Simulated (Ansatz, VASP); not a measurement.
# One calculation of EuAl4Si2Rh, two programs

```xyz
8
Lattice="4.1899 0.0000 0.0000 0.0000 4.1899 0.0000 0.0000 0.0000 8.3165" Properties=species:S:1:pos:R:3 pbc="T T T"
Eu    0.0000    0.0000    4.1583
Al    0.0000    2.0949    1.3972
Al    2.0949    0.0000    1.3972
Al    0.0000    2.0949    6.9194
Al    2.0949    0.0000    6.9194
Si    2.0949    2.0949    2.9723
Si    2.0949    2.0949    5.3442
Rh    0.0000    0.0000    0.0000
```

Alike in both runs: task single point; functional PBE; k mesh 4 × 4 × 2; occupations gaussian, width 0.1 eV; collinear spin.

|  | VASP | Ansatz |
| --- | --- | --- |
| version | VASP 6.6.1 | Ansatz 0.2.0 |
| potentials or method | VASP PAW PBE potentials, release 64 (Eu, Al, Si, Rh_pv), cutoff 520 eV | scalar-relativistic, plane waves, PAW |
| valence electrons in the cell | 52 | 54 |

Ansatz gave:

| Property | Result |
| --- | --- |
| gap on the k mesh at the Fermi level (eV) | none |
| pressure (GPa) | -0.6 |
| traceless stress, the component that is largest in VASP (GPa) | -0.54 |
| rms of the force components (eV/Å) | 0.027 |
| net moment per atom (μB) | 0.87 |
| size of the moment on the site where the two differ most (μB) | 6.72 |

Problem. Which values does VASP return?

Solution. gap on the k mesh at the Fermi level (eV): none; pressure (GPa): -0.7; traceless stress, the component that is largest in VASP (GPa): -0.55; rms of the force components (eV/Å): 0.025; net moment per atom (μB): 0.87; size of the moment on the site where the two differ most (μB): 6.51.

Site moments also hang on the region over which each program counts them. Atom by atom the forces differ by 0.003 eV/Å (rms over components). A gap of «none» marks a metal or a gap that the smearing closes. The functional is the same, so the differences come from potentials, cutoffs and numerics. VASP's potentials hold 52 valence electrons a cell and Ansatz's 54, so a difference there can come from the potentials and not from the codes.

The k mesh is coarse, so the values compare programs but aren't converged. Neither program's run includes spin-orbit coupling.
